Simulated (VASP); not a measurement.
Input of a VASP 6.6.1 run:

Contents of INCAR:

```
  ALGO = Normal
  EDIFF = 1E-7
  ENCUT = 520
  GGA = PE
  ISIF = 2
  ISMEAR = 0
  LASPH = T
  LCHARG = T
  LELF = T
  LREAL = Auto
  LVHAR = T
  LWAVE = F
  NBANDS = 70
  NELM = 80
  PREC = Accurate
  SIGMA = 0.05
```

The input KPOINTS:

```
k-points
0
Gamma
  2 2 2
```

POSCAR

```
Al32H
1.0
    8.1000000000      0.0000000000      0.0000000000
    0.0000000000      8.1000000000      0.0000000000
    0.0000000000      0.0000000000      8.1000000000
Al H
32 1
Direct
    0.5016213580     -0.0003871605      0.0017960494
    0.7475479012      0.2490679012      0.0021990123
    0.7495967901     -0.0005592593      0.2483380247
    0.0002827160     -0.0001970370      0.0022182716
    0.2513095062      0.2467274074      0.0038018519
    0.4987006173      0.4995533333      0.0006939506
    0.7477006173      0.7510267901      0.0022364198
    0.2487723457     -0.0003475309      0.2503713580
    0.5018017284      0.2499595062      0.2502958025
    0.7420962963      0.4995643210      0.2566329630
    0.5003128395     -0.0005475309      0.5015682716
    0.7481272840      0.2499793827      0.4996569136
    0.7482534568     -0.0003307407      0.7481045679
   -0.0234360494      0.4995887654      0.0262386420
    0.2513546914      0.7531803704      0.0036471605
    0.0000392593      0.2485230864      0.2515256790
    0.2487762963      0.4995481481      0.2482855556
    0.5018697531      0.7504391358      0.2503103704
    0.0011774074     -0.0003125926      0.4995265432
    0.2499361728      0.2485662963      0.4984441975
    0.5077802469      0.4995755556      0.4933392593
    0.7480035802      0.7504718519      0.4995639506
    0.2496812346     -0.0001986420      0.7476883951
    0.5023460494      0.2490928395      0.7477412346
    0.7512320988      0.4995804938      0.7492633333
   -0.0000809877      0.7515587654      0.2511654321
    0.0012067901      0.4995834568      0.5016239506
    0.2500508642      0.7515588889      0.4987425926
   -0.0013153086      0.2467597531      0.7461680247
    0.2733574074      0.4996524691      0.7238143210
    0.5022243210      0.7510486420      0.7476801235
   -0.0014664198      0.7532722222      0.7462201235
    0.1248072840      0.5000544444      0.8748880247
```

Potentials or basis: VASP PAW PBE potentials, release 64 (Al, H).

Launch:

```bash
$ cat potpaw_PBE.64/Al/POTCAR potpaw_PBE.64/H/POTCAR > POTCAR
$ mpirun -np 1 vasp_std > vasp.out
```

Estimate the largest force.

0.047 eV/Å.

Estimate the pressure.

1.2 GPa.

Stress tensor (GPa, compression positive):
```
 1.52  0.00 -0.73
 0.00  0.76  0.00
-0.73  0.00  1.21
```

Caveat: the k points lie up to 0.39 Å⁻¹ apart.
